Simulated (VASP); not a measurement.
Input of a VASP 6.6.1 run:

Contents of INCAR:

```
SYSTEM = Ta
PREC = Accurate
ENCUT = 520
EDIFF = 1E-6
ISMEAR = -1
SIGMA = 0.1
LREAL = .FALSE.
LASPH = .TRUE.
NELM = 80
ALGO = Normal
ISIF = 2
LWAVE = .FALSE.
LCHARG = .FALSE.
GGA = RE
NBANDS = 24
```

KPOINTS

```
regular mesh
0
G
  9 9 13
  0 0 0
```

Contents of POSCAR:

```
Ta
1.0
    4.8846935344      0.0000000000      0.0000000000
   -2.4423467672      4.2302686905      0.0000000000
    0.0000000000      0.0000000000      2.7428828196
Ta
3
Direct
    0.0000000000      1.0000000000      0.0000000000
    0.3333333333      0.6666666667      0.5000000000
    0.6666666667      0.3333333333      0.5000000000
```

Potentials or basis: VASP PAW PBE potentials, release 64 (Ta_pv).

The run is started by

```console
$ cat potpaw_PBE.64/Ta_pv/POTCAR > POTCAR
$ mpirun -np 1 vasp_std > vasp.out
```

Task: Estimate the pressure.

Result: 0.1 GPa.

Stress tensor (GPa, compression positive):
```
 0.14  0.00  0.00
 0.00  0.14  0.00
 0.00  0.00 -0.07
```

Caveat: the PAW data sets were made with another functional, which shifts forces and pressure a little.
